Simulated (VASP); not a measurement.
**Bi2TeSe2: single point with LDA**

Bi2TeSe2:

```
Bi Te Se
1.0
     2.09127    1.20740    9.53260
    -2.09127    1.20740    9.53260
     0.00000   -2.41479    9.53260
Bi Te Se
2 1 2
Direct
  0.60331 0.60331 0.60331
  0.39968 0.39968 0.39968
  0.20755 0.20755 0.20755
  0.00268 0.00268 0.00268
  0.78679 0.78679 0.78679
```

- Program: VASP 6.6.1
- Task: single point
- Functional: LDA
- Potentials or basis: VASP PAW LDA potentials, release 64 (Bi_d, Te, Se)
- Cutoff: 400 eV
- k mesh: 12 × 12 × 12
- Occupations: gaussian, width 0.01 eV
- Spin: no spin polarisation
- Dipole correction: no
- k mesh for the DOS: 18 × 18 × 18
- Occupations for the DOS: tetrahedron
- Further INCAR settings: ALGO = Normal; EDIFF = 1e-06; NBANDS = 32

The valence electrons inside the program's atomic spheres are Bi 12.72, 12.67; Te 3.37; Se 3.82, 3.79.

Levels at points of the mesh, in eV from the valence-band top:
| k point | band 20 | band 21 | band 22 | band 23 | band 24 | band 25 | band 26 | band 27 | band 28 | band 29 |
| --- | --- | --- | --- | --- | --- | --- | --- | --- | --- | --- |
| (0.00, 0.00, 0.00) | -1.79 | -1.79 | -0.89 | -0.89 | 0.00 | 0.20 | 1.04 | 1.04 | 2.12 | 2.60 |
| (0.50, 0.00, 0.00) | -3.26 | -2.94 | -2.42 | -1.09 | -0.44 | 0.67 | 1.53 | 2.85 | 3.13 | 3.81 |
| (0.50, 0.50, 0.00) | -2.39 | -2.04 | -1.92 | -1.74 | -0.89 | 1.19 | 1.79 | 2.47 | 2.89 | 3.24 |
| (0.50, 0.50, 0.50) | -1.68 | -1.50 | -1.06 | -1.06 | -0.59 | 0.88 | 1.50 | 1.50 | 1.93 | 2.12 |

Run time: 58 min on 1 thread of Intel(R) Xeon(R) 6975P-C (Granite Rapids), with other jobs on the host, peak memory 1.6 GiB.

Caveat: spin-orbit coupling is left out, which moves the levels of the heavy elements.
